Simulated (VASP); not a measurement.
Set up this calculation in VASP 6.6.1, as the native input.

```yaml
Task: single point
Functional: r2SCAN
Potentials_or_basis: VASP PAW PBE potentials, release 64 (Zr_sv, C)
Cutoff: 520 eV
k_mesh: 16 × 16 × 16
Occupations: gaussian, width 0.1 eV
Spin: no spin polarisation
Dipole_correction: no
Further_INCAR_settings: ALGO = Normal; EDIFF = 1e-06; NBANDS = 15
```

The system is ZrC.

```xyz
2
Lattice="0.0000 2.3558 2.3558 2.3558 0.0000 2.3558 2.3558 2.3558 0.0000" Properties=species:S:1:pos:R:3 pbc="T T T"
Zr    0.0000    0.0000    0.0000
C     2.3558    2.3558    2.3558
```

The input as run:

POSCAR

```
ZrC
1.0
    0.0000000000      2.3557757582      2.3557757582
    2.3557757582      0.0000000000      2.3557757582
    2.3557757582      2.3557757582      0.0000000000
Zr C
1 1
Direct
    0.0000000000      0.0000000000      0.0000000000
    0.5000000000      0.5000000000      0.5000000000
```

INCAR.step1

```
SYSTEM = ZrC
PREC = Accurate
ENCUT = 520
ISMEAR = 0
SIGMA = 0.1
LREAL = .FALSE.
LASPH = .TRUE.
NELM = 100
NBANDS = 15
GGA = PE
ALGO = Normal
EDIFF = 1E-4
LWAVE = .TRUE.
LCHARG = .FALSE.
```

INCAR.step2

```
SYSTEM = ZrC
PREC = Accurate
ENCUT = 520
EDIFF = 1E-6
ISMEAR = 0
SIGMA = 0.1
LREAL = .FALSE.
LASPH = .TRUE.
NELM = 100
ALGO = Normal
ISIF = 2
LWAVE = .FALSE.
LCHARG = .TRUE.
METAGGA = R2SCAN
LMIXTAU = .TRUE.
LELF = .TRUE.
LVHAR = .TRUE.
NBANDS = 15
ISTART = 1
```

KPOINTS

```
regular mesh
0
G
  16 16 16
  0 0 0
```

Potentials or basis: VASP PAW PBE potentials, release 64 (Zr_sv, C).

Launch:

```sh
$ cat potpaw_PBE.64/Zr_sv/POTCAR potpaw_PBE.64/C/POTCAR > POTCAR
$ cp INCAR.step1 INCAR
$ mpirun -np 1 vasp_std > vasp.out
$ cp INCAR.step2 INCAR
$ mpirun -np 1 vasp_std > vasp.out
```

It gave:

The pressure is 0.2 GPa. The band gap on the k mesh is zero (bands 8 and 9 overlap by 1.32 eV).

Caveat: the PAW data sets were made with another functional, which shifts forces and pressure a little.

Run time: 3.1 min on 1 thread of AMD EPYC 9R45 96-Core Processor (Zen 5) (shared host), peak memory 0.18 GiB.
